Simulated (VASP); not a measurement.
# Zr2F3: single point with PBE

The system is Zr2F3.

```
CELL_PARAMETERS angstrom
2.78166 1.60599 2.24629
-2.78166 1.60599 2.24629
0.00000 -3.21199 2.24629
ATOMIC_POSITIONS crystal
Zr 0.26000 0.26000 0.26000
Zr 0.74000 0.74000 0.74000
F 0.00000 0.25000 0.75000
F 0.75000 0.00000 0.25000
F 0.25000 0.75000 0.00000
```

The cell was generated, and may not be a known phase.

```json
{"Program": "VASP 6.6.1", "Task": "single point", "Functional": "PBE", "Potentials or basis": "VASP PAW PBE potentials, release 64 (Zr_sv, F)", "Cutoff": "520 eV", "k mesh": "6 × 6 × 6", "Occupations": "gaussian, width 0.1 eV", "Spin": "no spin polarisation", "Dipole correction": "no", "Further INCAR settings": "ALGO = Normal; EDIFF = 1e-06; NBANDS = 30"}
```

The pressure is 25.4 GPa. The largest force is 1.048 eV/Å and the band gap on the k mesh is zero (an odd number of electrons rules out a gap without spin polarisation).

Forces in eV/Å, atoms in the order of the input:
```
Zr   0.000  0.000  1.048
Zr   0.000  0.000 -1.048
F    0.077 -0.134  0.000
F    0.077  0.134  0.000
F   -0.155  0.000  0.000
```

Stress tensor (GPa, compression positive):
```
25.51  0.00  0.00
 0.00 25.51  0.00
 0.00  0.00 25.14
```

Levels at points of the mesh, in eV from the Fermi level:
```tsv
k point	band 21	band 22	band 23	band 24	band 25	band 26
(0.00, 0.00, 0.00)	-1.93	-0.42	-0.42	0.64	1.33	1.33
(0.50, 0.00, 0.00)	-1.08	-1.03	1.08	1.09	1.21	2.12
(0.50, 0.50, 0.00)	-1.68	-0.58	-0.18	1.29	2.29	2.50
(0.50, 0.50, 0.50)	-1.25	-1.25	-1.15	1.25	1.25	1.33
```

Run time: 73 s on 1 thread of AMD EPYC 7R13, on a shared host, peak memory 0.16 GiB.

Caveat: the cell stands under pressure; an odd number of electrons without spin polarisation forces a metal; a magnetic or distorted state may lie lower.
